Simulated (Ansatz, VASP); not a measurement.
## Two plane-wave programs on Rh

```
CELL_PARAMETERS angstrom
0.00000 1.89997 1.89997
1.89997 0.00000 1.89997
1.89997 1.89997 0.00000
ATOMIC_POSITIONS crystal
Rh 0.00000 0.00000 0.00000
```

Alike in both runs: functional r2SCAN; k mesh 18 × 18 × 18; occupations gaussian, width 0.1 eV; no spin polarisation.

Ansatz relaxed the structure, and its values are those at the end. VASP's run is a single point on that final structure, the one shown.

|  | VASP | Ansatz |
| --- | --- | --- |
| version | VASP 6.6.1 | Ansatz 0.2.0 |
| potentials or method | VASP PAW PBE potentials, release 64 (Rh_pv), cutoff 520 eV | scalar-relativistic, plane waves, PAW |
| valence electrons in the cell | 15 | 17 |

VASP gave:

```
gap on the k mesh at the Fermi level (eV) : none
pressure (GPa)                            : 1.2
```

Problem. Estimate Ansatz's values.

Solution. gap on the k mesh at the Fermi level (eV): none; pressure (GPa): 0.0.

VASP's potentials were made for PBE, not for r2SCAN. A gap of «none» marks a metal or a gap that the smearing closes. With one functional, cell and mesh, what is left measures potentials, basis and numerics. VASP's potentials hold 15 valence electrons a cell and Ansatz's 17, so a difference there can come from the potentials and not from the codes.
